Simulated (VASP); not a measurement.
# Ir (Fm-3m) in VASP: a series of runs

Ir is run at these levels: PBEsol, r2SCAN+D4; tasks: single point.

Everything below comes from runs of VASP 6.6.1. Logs are shortened: lines on timing, memory, paths and dates and some standing lists are left out, and cuts for length are marked.

**1. The cell of the first run**

The structure is cubic, space group Fm-3m (No. 225). Conventional cell: a = 3.833 Å, b = 3.833 Å, c = 3.833 Å, α = 90.00°, β = 90.00°, γ = 90.00°. Ir (site symmetry m-3m) has 12 Ir at 2.71 Å within 3.6 Å.

**2. Single point, PBEsol**

File INCAR:

```
PREC = Accurate
ENCUT = 560
EDIFF = 1E-6
ISMEAR = -1
SIGMA = 0.15
LREAL = F
LASPH = T
NELM = 120
ALGO = Normal
ISIF = 2
LWAVE = F
LCHARG = F
GGA = PS
NBANDS = 14
GGA_COMPAT = F
```

File KPOINTS:

```
Automatic mesh
0
Gamma
  13 13 13
```

File POSCAR:

```
Ir
1.0
    0.0000000000      1.9164882202      1.9164882202
    1.9164882202      0.0000000000      1.9164882202
    1.9164882202      1.9164882202      0.0000000000
Ir
1
Direct
    0.0000000000      0.0000000000      0.0000000000
```

Potentials or basis: VASP PAW PBE potentials, release 64 (Ir_sv_GW).

Run with:

```
$ cat potpaw_PBE.64/Ir_sv_GW/POTCAR > POTCAR
$ mpirun -np 1 vasp_std > vasp.out
```

OUTCAR:

```text
PREC = Accurate
   ENCUT = 560
   EDIFF = 1E-6
   ISMEAR = -1
   LREAL = F
   LASPH = T
   NELM = 120
   ISIF = 2
   GGA = PS

 ion  position               nearest neighbor table
   1  0.000  0.000  0.000-

  LATTYP: Found a face centered cubic cell.
 ALAT       =     3.8329764404

  Lattice vectors:

 A1 = (   0.0000000000,   1.9164882202,   1.9164882202)
 A2 = (   1.9164882202,   0.0000000000,   1.9164882202)
 A3 = (   1.9164882202,   1.9164882202,   0.0000000000)

Analysis of symmetry for initial positions (statically):
=====================================================================
 Subroutine PRICEL returns:
 Original cell was already a primitive cell.

 Routine SETGRP: Setting up the symmetry group for a
 face centered cubic supercell.

 Subroutine GETGRP returns: Found 48 space group operations
 (whereof 48 operations were pure point group operations)
 out of a pool of 48 trial point group operations.

The static configuration has the point symmetry O_h .

Analysis of symmetry for dynamics (positions and initial velocities):
=====================================================================
 Subroutine PRICEL returns:
 Original cell was already a primitive cell.

 Routine SETGRP: Setting up the symmetry group for a
 face centered cubic supercell.

 Subroutine GETGRP returns: Found 48 space group operations
 (whereof 48 operations were pure point group operations)
 out of a pool of 48 trial point group operations.

The dynamic configuration has the point symmetry O_h .

 Subroutine INISYM returns: Found 48 space group operations
 (whereof 48 operations are pure point group operations),
 and found     1 'primitive' translations

----------------------------------------------------------------------------------------

                                     Primitive cell

  volume of cell :      14.0782

  direct lattice vectors                    reciprocal lattice vectors
     0.000000000  1.916488220  1.916488220    -0.260893855  0.260893855  0.260893855
     1.916488220  0.000000000  1.916488220     0.260893855 -0.260893855  0.260893855
     1.916488220  1.916488220  0.000000000     0.260893855  0.260893855 -0.260893855

  length of vectors
     2.710323633  2.710323633  2.710323633     0.451881412  0.451881412  0.451881412

  position of ions in fractional coordinates (direct lattice)
     0.000000000  0.000000000  0.000000000

  ion indices of the primitive-cell ions
   primitive index   ion index
                 1           1

----------------------------------------------------------------------------------------

 KPOINTS: Automatic mesh

Automatic generation of k-mesh.
 Grid dimensions read from file:
 generate k-points for:   13   13   13

 Generating k-lattice:

  Cartesian coordinates                     Fractional coordinates (reciprocal lattice)
    -0.020068758  0.020068758  0.020068758     0.076923077  0.000000000  0.000000000
     0.020068758 -0.020068758  0.020068758     0.000000000  0.076923077  0.000000000
     0.020068758  0.020068758 -0.020068758     0.000000000  0.000000000  0.076923077

  Length of vectors
     0.034760109  0.034760109  0.034760109

  Shift w.r.t. Gamma in fractional coordinates (k-lattice)
     0.000000000  0.000000000  0.000000000

 Subroutine IBZKPT returns following result:
 ===========================================

 Found     84 irreducible k-points:

 Following reciprocal coordinates:
            Coordinates               Weight
  0.000000  0.000000  0.000000      1.000000
  0.076923  0.000000  0.000000      8.000000
  0.153846  0.000000  0.000000      8.000000
  0.230769  0.000000  0.000000      8.000000
  0.307692  0.000000  0.000000      8.000000
  0.384615  0.000000  0.000000      8.000000
[... 16 lines left out ...]
  0.384615  0.153846  0.000000     24.000000
  0.461538  0.153846  0.000000     24.000000
 [... further k-points ...]
   k-points           NKPTS =     84   k-points in BZ     NKDIM =     84   number of bands    NBANDS=     14
   number of dos      NEDOS =    301   number of ions     NIONS =      1
   total plane-waves  NPLWV =  13824
   dimension x,y,z NGX =    24 NGY =   24 NGZ =   24
   dimension x,y,z NGXF=    48 NGYF=   48 NGZF=   48
   ions per type =               1
   NGX,Y,Z   is equivalent  to a cutoff of  14.72, 14.72, 14.72 a.u.
   NGXF,Y,Z  is equivalent  to a cutoff of  29.44, 29.44, 29.44 a.u.
 SYSTEM =  unknown system
   PREC   = accura    normal or accurate (medium, high low for compatibility)
   ISTART =      0    job   : 0-new  1-cont  2-samecut
   ICHARG =      2    charge: 1-file 2-atom 10-const
   ISPIN  =      1    spin polarized calculation?
   LNONCOLLINEAR =      F non collinear calculations
   LSORBIT =      F    spin-orbit coupling
   LASPH  =      T    aspherical Exc in radial PAW
   ENCUT  =  560.0 eV  41.16 Ry    6.42 a.u.   5.23  5.23  5.23*2*pi/ulx,y,z
   NELM   =    120;   NELMIN=  2; NELMDL= -5     # of ELM steps
   EDIFF  = 0.1E-05   stopping-criterion for ELM
   LREAL  =      F    real-space projection
   EDIFFG = 0.1E-04   stopping-criterion for IOM
   NSW    =      0    number of steps for IOM
   IBRION =     -1    ionic relax: 0-MD 1-quasi-New 2-CG
   NFREE  =      0    steps in history (QN), initial steepest desc. (CG)
   ISIF   =      2    stress and relaxation
   ISYM   =      2    0-nonsym 1-usesym 2-fastsym
   POTIM  = 0.5000    time-step for ionic-motion
   TEBEG  =    0.0;   TEEND  =   0.0 temperature during run
   PSTRESS=    0.0 pullay stress
   NELECT =      17.0000    total number of electrons
   NUPDOWN=      -1.0000    fix difference up-down
   EMIN   =  10.00;   EMAX   =-10.00  energy-range for DOS
   EFERMI =   0.00;   METHOD = LEGACY
   ISMEAR =    -1;   SIGMA  =   0.15  broadening in eV -4-tet -1-fermi 0-gaus
   EFERMI_NEDOS =   21; number of points for ismear=-14 and -15
   IALGO  =     38    algorithm
   IMIX   =      4    mixing-type and parameters
     AMIX     =   0.40;   BMIX     =  1.00
     AMIX_MAG =   1.60;   BMIX_MAG =  1.00
  volume/ion in A,a.u.               =      14.08        95.00
  Fermi-wavevector in a.u.,A,eV,Ry     =   1.743311  3.294381 41.349940  3.039135
  Thomas-Fermi vector in A             =   2.815408
   LORBIT       =      0    0 simple, 1 ext, 2 COOP (PROOUT), +10 PAW based schemes
   GGA     = PS    functional components
   LHFCALC =     F    Hartree Fock is set to
   AEXX    =    0.0000 exact exchange contribution
   IVDW    =     0    specifies the selected vdW correction
   LEPSILON=     F    determine dielectric tensor
   LRPA    =     F    only Hartree local field effects (RPA)
 non-spin polarized calculation
  energy-cutoff  :      560.00
  volume of cell :       14.08
 maximum number of plane-waves:       440
 NGX is ok and might be reduce to    24
   NGX = 11   NGY = 11   NGZ = 11

 number of electron      17.0000000 magnetization

 Free energy of the ion-electron system (eV)
  ---------------------------------------------------
  ext. energy  EPLUGINS =         0.00000000
  ---------------------------------------------------
  free energy    TOTEN  =       -10.43033205 eV

  energy without entropy =      -10.35534687  energy(sigma->0) =      -10.39283946

 E-fermi :  12.8368     XC(G=0): -14.7366

 val. band max:       12.8022824524   @ k =  -0.4615   0.4615   0.0000
 cond. band min:      12.8850960440   @ k =   0.3077   0.2308   0.0000
 fundamental gap:      0.0828135916
 Fermi energy:        12.8368498503

 k-point     1 :       0.0000    0.0000    0.0000
  band No.  band energies     occupation
      1     -80.1999      2.00000
      2     -36.5786      2.00000
      3     -36.5786      2.00000
      4     -36.5786      2.00000
      5       1.6048      2.00000
      6       8.9094      2.00000
      7       8.9094      2.00000
      8       8.9094      2.00000
      9      11.6441      1.99930
     10      11.6441      1.99930
     11      26.4024      0.00000
     12      31.9350      0.00000
     13      31.9350      0.00000
     14      31.9350      0.00000

 k-point     2 :       0.0769    0.0000    0.0000
  band No.  band energies     occupation
      1     -80.1963      2.00000
      2     -36.6269      2.00000
      3     -36.5851      2.00000
      4     -36.5851      2.00000
      5       1.8697      2.00000
      6       8.7686      2.00000
      7       9.0216      2.00000
      8       9.0216      2.00000
      9      11.5712      1.99957
     10      11.5712      1.99957
     11      26.8616      0.00000
     12      30.8118      0.00000
     13      32.3814      0.00000
     14      32.3814      0.00000

 k-point     3 :       0.1538    0.0000    0.0000
  band No.  band energies     occupation
      1     -80.1858      2.00000
      2     -36.7576      2.00000
      3     -36.6033      2.00000
      4     -36.6033      2.00000
      5       2.6069      2.00000
      6       8.4646      2.00000
      7       9.2688      2.00000
      8       9.2688      2.00000
      9      11.4741      1.99977
     10      11.4741      1.99977
     11      27.9534      0.00000
     12      28.9164      0.00000
     13      33.6533      0.00000
     14      33.6533      0.00000
[... 324 lines left out ...]
 k-point    23 :       0.3846    0.1538    0.0000
  band No.  band energies     occupation
      1     -80.1422      2.00000
      2     -37.1739      2.00000
      3     -36.7401      2.00000
      4     -36.7263      2.00000
      5       5.2722      2.00000
      6       7.9248      2.00000
      7       8.6934      2.00000
      8       9.9482      2.00000
      9      13.2118      0.15174
     10      13.4386      0.03556
     11      24.3212      0.00000
     12      28.8331      0.00000
     13      31.4207      0.00000
     14      33.4997      0.00000

 k-point    24 :       0.4615    0.1538    0.0000
  band No.  band energies     occupation
      1     -80.1320      2.00000
      2     -37.2806      2.00000
      3     -36.7801      2.00000
      4     -36.7343      2.00000
      5       5.4116      2.00000
      6       8.1606      2.00000
      7       9.2007      2.00000
      8       9.7114      2.00000
      9      13.8333      0.00260
     10      14.9939      0.00000
     11      21.4671      0.00000
     12      27.9151      0.00000
     13      30.8862      0.00000
     14      32.2453      0.00000

 [... further k-points ...]

------------------------ aborting loop because EDIFF is reached ----------------------------------------

  FORCE on cell =-STRESS in cart. coord.  units (eV):
  Direction    XX          YY          ZZ          XY          YZ          ZX
  --------------------------------------------------------------------------------------
  -------------------------------------------------------------------------------------
  Total       -0.1636538     -0.1636538     -0.1636538     -0.0000000     -0.0000000     -0.0000000
  in kB      -18.6246574    -18.6246574    -18.6246574     -0.0000000     -0.0000000     -0.0000000
  external PRESSURE =     -18.6246574 kB  Pullay stress =       0.0000000 kB

 VOLUME and BASIS-vectors are now :
 -----------------------------------------------------------------------------
  energy-cutoff  :      560.00
  volume of cell :       14.08
      direct lattice vectors                 reciprocal lattice vectors
     0.000000000  1.916488220  1.916488220    -0.260893855  0.260893855  0.260893855
     1.916488220  0.000000000  1.916488220     0.260893855 -0.260893855  0.260893855
     1.916488220  1.916488220  0.000000000     0.260893855  0.260893855 -0.260893855

 POSITION                                       TOTAL-FORCE (eV/Angst)
 -----------------------------------------------------------------------------------
      0.00000      0.00000      0.00000        -0.000000      0.000000     -0.000000
 -----------------------------------------------------------------------------------
    total drift:                                0.000000      0.000000      0.000000

  FREE ENERGIE OF THE ION-ELECTRON SYSTEM (eV)
  ---------------------------------------------------
  free  energy   TOTEN  =       -10.4303320462 eV

  energy  without entropy=      -10.3553468726  energy(sigma->0) =      -10.39283946
```

Run time: 8 s. Hardware: 1 thread of Intel Xeon 6975P-C (Granite Rapids), shared host; peak memory 0.15 GiB.

What came out:

```
Free energy            : -10.4303 eV
Pressure               : -1.9 GPa
Band gap on the k mesh : zero (an odd number of electrons rules out a gap without spin polarisation)
```

Caveat: the PAW data sets were made with another functional, which shifts forces and pressure a little; spin-orbit coupling is left out, which moves the levels of the heavy elements.

(Continued in part 2 of 2.)

The gap in the log of VASP goes by the Fermi energy; the results here count the filled bands.